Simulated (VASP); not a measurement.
SrTe:

```
Sr Te
1.0
     0.00000    3.35276    3.35276
     3.35276    0.00000    3.35276
     3.35276    3.35276    0.00000
Sr Te
1 1
Direct
  0.00000 0.00000 0.00000
  0.50000 0.50000 0.50000
```

Base run:

| Item | Value |
| --- | --- |
| Program | VASP 6.6.1 |
| Functional | r2SCAN |
| Potentials or basis | VASP PAW PBE potentials, release 64 (Sr_sv, Te) |
| Cutoff | 550 eV |
| k mesh | 4 × 4 × 4 |
| Occupations | gaussian, width 0.01 eV |
| Spin | no spin polarisation |

Its results: band gap on the k mesh 2.14 eV, indirect (least direct gap 2.88 eV); pressure 0.2 GPa.

**Question.** After a change of settings the same cell gave: band gap on the k mesh 1.61 eV, indirect (least direct gap 2.35 eV); pressure -2.5 GPa. Which change was it?
A. functional from r2SCAN to PBE; cutoff from 550 eV to 500 eV; k mesh from 4 × 4 × 4 to 6 × 6 × 6
B. functional from r2SCAN to PBE; cutoff from 550 eV to 500 eV
C. functional from r2SCAN to LDA; potentials or basis from VASP PAW PBE potentials, release 64 (Sr_sv, Te) to VASP PAW LDA potentials, release 64 (Sr_sv, Te); cutoff from 550 eV to 500 eV

**Answer.** C.

Caveats: spin-orbit coupling is left out, which moves the levels of the heavy elements; the PAW data sets were made with another functional, which shifts forces and pressure a little (some runs).
